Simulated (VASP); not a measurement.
# In2Sb (P6_3/mmc) in VASP: further runs

The runs below take In2Sb through single point, with PBEsol.

All numbers are computed with VASP 6.6.1; they aren't measurements. Logs are shortened: lines on timing, memory, paths and dates and some standing lists are left out, and cuts for length are marked.

**1. The cell of the first run**

The structure is hexagonal, space group P6_3/mmc (No. 194). Conventional cell: a = 5.232 Å, b = 5.232 Å, c = 6.245 Å, α = 90.00°, β = 90.00°, γ = 120.00°. Within 4.0 Å of In (site symmetry -6m2) lie 5 Sb at 3.02 to 3.12 Å and 6 In at 3.40 Å. In (site symmetry -3m) has 8 In at 3.12 to 3.40 Å and 6 Sb at 3.40 Å within 4.1 Å. Sb (site symmetry -6m2) has 11 In at 3.02 to 3.40 Å within 4.0 Å.

**2. Single point, PBEsol (24.67 Å³/atom)**

Input file INCAR:

```
ALGO = Fast
EDIFF = 1E-7
ENCUT = 520
GGA = PS
ISIF = 2
ISMEAR = 0
LASPH = T
LCHARG = F
LREAL = F
LWAVE = F
NBANDS = 40
NELM = 100
PREC = Accurate
SIGMA = 0.1
```

Input file KPOINTS:

```
k-points
0
Gamma
  12 12 6
```

Input file POSCAR:

```
In2Sb
1.0
    5.2315488390      0.0000000000      0.0000000000
   -2.6157744195      4.5306541957      0.0000000000
    0.0000000000      0.0000000000      6.2453849481
In Sb
4 2
Direct
    0.6666666667      0.3333333333      0.2500000000
    0.3333333333      0.6666666667      0.7500000000
    0.0000000000      0.0000000000      0.5000000000
    0.0000000000      0.0000000000      0.0000000000
    0.6666666667      0.3333333333      0.7500000000
    0.3333333333      0.6666666667      0.2500000000
```

Potentials or basis: VASP PAW PBE potentials, release 64 (In_d, Sb).

Run with:

```bash
$ cat potpaw_PBE.64/In_d/POTCAR potpaw_PBE.64/Sb/POTCAR > POTCAR
$ mpirun -np 1 vasp_std > vasp.out
```

OUTCAR:

```text
EDIFF = 1E-7
   ENCUT = 520
   GGA = PS
   ISIF = 2
   ISMEAR = 0
   LASPH = T
   LREAL = F
   NELM = 100
   PREC = Accurate

 ion  position               nearest neighbor table
   1  0.667  0.333  0.250-   6 3.02   6 3.02   6 3.02   5 3.12   5 3.12   3 3.40   4 3.40   3 3.40
                             4 3.40   3 3.40   4 3.40
   2  0.333  0.667  0.750-   5 3.02   5 3.02   5 3.02   6 3.12   6 3.12   3 3.40   4 3.40   4 3.40
                             3 3.40   4 3.40   3 3.40
   3  0.000  0.000  0.500-   4 3.12   4 3.12   1 3.40   5 3.40   6 3.40   2 3.40   2 3.40   6 3.40
                             1 3.40   5 3.40   1 3.40   5 3.40   2 3.40   6 3.40
   4  0.000  0.000  0.000-   3 3.12   3 3.12   1 3.40   5 3.40   6 3.40   2 3.40   2 3.40   6 3.40
                             1 3.40   5 3.40   1 3.40   5 3.40   2 3.40   6 3.40
   5  0.667  0.333  0.750-   2 3.02   2 3.02   2 3.02   1 3.12   1 3.12   3 3.40   4 3.40   3 3.40
                             4 3.40   3 3.40   4 3.40
   6  0.333  0.667  0.250-   1 3.02   1 3.02   1 3.02   2 3.12   2 3.12   3 3.40   4 3.40   4 3.40
                             3 3.40   4 3.40   3 3.40

  LATTYP: Found a hexagonal cell.
 ALAT       =     5.2315488390
 C/A-ratio  =     1.1937927257

  Lattice vectors:

 A1 = (   5.2315488390,   0.0000000000,   0.0000000000)
 A2 = (  -2.6157744195,   4.5306541957,   0.0000000000)
 A3 = (   0.0000000000,   0.0000000000,   6.2453849481)

Analysis of symmetry for initial positions (statically):
=====================================================================
 Subroutine PRICEL returns:
 Original cell was already a primitive cell.

 Routine SETGRP: Setting up the symmetry group for a
 hexagonal supercell.

 Subroutine GETGRP returns: Found 24 space group operations
 (whereof 12 operations were pure point group operations)
 out of a pool of 24 trial point group operations.

The static configuration has the point symmetry D_3d.
 The point group associated with its full space group is D_6h.

Analysis of symmetry for dynamics (positions and initial velocities):
=====================================================================
 Subroutine PRICEL returns:
 Original cell was already a primitive cell.

 Routine SETGRP: Setting up the symmetry group for a
 hexagonal supercell.

 Subroutine GETGRP returns: Found 24 space group operations
 (whereof 12 operations were pure point group operations)
 out of a pool of 24 trial point group operations.

The dynamic configuration has the point symmetry D_3d.
 The point group associated with its full space group is D_6h.

 Subroutine INISYM returns: Found 24 space group operations
 (whereof 12 operations are pure point group operations),
[... 112 lines left out ...]
   POTIM  = 0.5000    time-step for ionic-motion
   TEBEG  =    0.0;   TEEND  =   0.0 temperature during run
   PSTRESS=    0.0 pullay stress
   NELECT =      62.0000    total number of electrons
   NUPDOWN=      -1.0000    fix difference up-down
   EMIN   =  10.00;   EMAX   =-10.00  energy-range for DOS
   EFERMI =   0.00;   METHOD = LEGACY
   ISMEAR =     0;   SIGMA  =   0.10  broadening in eV -4-tet -1-fermi 0-gaus
   EFERMI_NEDOS =   21; number of points for ismear=-14 and -15
   IALGO  =     68    algorithm
   IMIX   =      4    mixing-type and parameters
     AMIX     =   0.40;   BMIX     =  1.00
     AMIX_MAG =   1.60;   BMIX_MAG =  1.00
  volume/ion in A,a.u.               =      24.67       166.49
  Fermi-wavevector in a.u.,A,eV,Ry     =   1.224866  2.314661 20.412777  1.500297
  Thomas-Fermi vector in A             =   2.359925
   LORBIT       =      0    0 simple, 1 ext, 2 COOP (PROOUT), +10 PAW based schemes
   GGA     = PS    functional components
   LHFCALC =     F    Hartree Fock is set to
   AEXX    =    0.0000 exact exchange contribution
   IVDW    =     0    specifies the selected vdW correction
   LEPSILON=     F    determine dielectric tensor
   LRPA    =     F    only Hartree local field effects (RPA)
 non-spin polarized calculation
 RMM-DIIS sequential band-by-band and
 Gauss-broadening in eV      SIGMA  =   0.10
  energy-cutoff  :      520.00
  volume of cell :      148.03
 maximum number of plane-waves:      4019
 NGX is ok and might be reduce to    40
   NGX = 19   NGY = 19   NGZ = 23

 number of electron      61.9999997 magnetization

 Free energy of the ion-electron system (eV)
  ---------------------------------------------------
  ext. energy  EPLUGINS =         0.00000000
  ---------------------------------------------------
  free energy    TOTEN  =       -21.00413399 eV

  energy without entropy =      -20.99370256  energy(sigma->0) =      -20.99891827

 E-fermi :   8.5002     XC(G=0): -10.6818

 val. band max:        8.4833165471   @ k =   0.5000   0.0000   0.1667
 cond. band min:       8.5078293015   @ k =   0.4167   0.0000   0.1667
 fundamental gap:      0.0245127544
 Fermi energy:         8.5002400498

 k-point     1 :       0.0000    0.0000    0.0000
  band No.  band energies     occupation
      1      -6.3137      2.00000
      2      -6.2634      2.00000
      3      -6.2634      2.00000
      4      -6.1823      2.00000
      5      -6.1823      2.00000
      6      -6.1569      2.00000
[... 1021 lines left out ...]
     39      13.2820      0.00000
     40      13.7571      0.00000

 [... further k-points ...]

------------------------ aborting loop because EDIFF is reached ----------------------------------------

  FORCE on cell =-STRESS in cart. coord.  units (eV):
  Direction    XX          YY          ZZ          XY          YZ          ZX
  --------------------------------------------------------------------------------------
  -------------------------------------------------------------------------------------
  Total        3.2133538      3.2133538      3.2133757      0.0000000      0.0000000      0.0000000
  in kB       34.7791303     34.7791303     34.7793674      0.0000000      0.0000000      0.0000000
  external PRESSURE =      34.7792093 kB  Pullay stress =       0.0000000 kB

 VOLUME and BASIS-vectors are now :
 -----------------------------------------------------------------------------
  energy-cutoff  :      520.00
  volume of cell :      148.03
      direct lattice vectors                 reciprocal lattice vectors
     5.231548839  0.000000000  0.000000000     0.191147981  0.110359338  0.000000000
    -2.615774420  4.530654196  0.000000000     0.000000000  0.220718677  0.000000000
     0.000000000  0.000000000  6.245384948     0.000000000  0.000000000  0.160118233

 POSITION                                       TOTAL-FORCE (eV/Angst)
 -----------------------------------------------------------------------------------
      2.61577      1.51022      1.56135        -0.000000      0.000000      0.000000
     -0.00000      3.02044      4.68404         0.000000      0.000000     -0.000000
      0.00000      0.00000      3.12269        -0.000000      0.000000      0.000000
      0.00000      0.00000      0.00000        -0.000000      0.000000      0.000000
      2.61577      1.51022      4.68404         0.000000     -0.000000      0.000000
     -0.00000      3.02044      1.56135        -0.000000      0.000000      0.000000
 -----------------------------------------------------------------------------------
    total drift:                               -0.000000     -0.000000     -0.000000

  FREE ENERGIE OF THE ION-ELECTRON SYSTEM (eV)
  ---------------------------------------------------
  free  energy   TOTEN  =       -21.0041339890 eV

  energy  without entropy=      -20.9937025588  energy(sigma->0) =      -20.99891827
```

OSZICAR:

```text
N       E                     dE             d eps       ncg     rms          rms(c)
DAV:   1     0.601136966617E+03    0.60114E+03   -0.27658E+04  6080   0.190E+03
DAV:   2     0.464785935174E+02   -0.55466E+03   -0.54132E+03  6144   0.483E+02
DAV:   3    -0.181811632728E+02   -0.64660E+02   -0.62619E+02  7168   0.183E+02
DAV:   4    -0.211173507388E+02   -0.29362E+01   -0.29237E+01  7312   0.410E+01
[... 13 lines left out ...]
RMM:  18    -0.210041345837E+02    0.48417E-06   -0.10520E-07  3888   0.221E-03    0.136E-02
RMM:  19    -0.210041343415E+02    0.24222E-06   -0.69367E-08  3756   0.222E-03    0.888E-03
RMM:  20    -0.210041341843E+02    0.15727E-06   -0.51235E-08  3812   0.188E-03    0.511E-03
RMM:  21    -0.210041340187E+02    0.16560E-06   -0.41825E-08  3891   0.176E-03    0.646E-04
RMM:  22    -0.210041339890E+02    0.29605E-07   -0.30140E-08  3699   0.109E-03
   1 F= -.21004134E+02 E0= -.20998918E+02  d E =-.104314E-01
```

Wall time 20 min (1 thread of Oxide Virtual Turin-like, shared host); peak memory 0.47 GiB.

Results:

| Item | Value |
| --- | --- |
| Free energy | -21.0041 eV |
| Pressure | 3.5 GPa |
| Band gap on the k mesh | zero (bands 31 and 32 overlap by 2.53 eV) |

Caveat: the cell stands under pressure; the PAW data sets were made with another functional, which shifts forces and pressure a little; spin-orbit coupling is left out, which moves the levels of the heavy elements.

(Part 1 of 2 ends here.)

The gap in the log of VASP goes by the Fermi energy; the results here count the filled bands.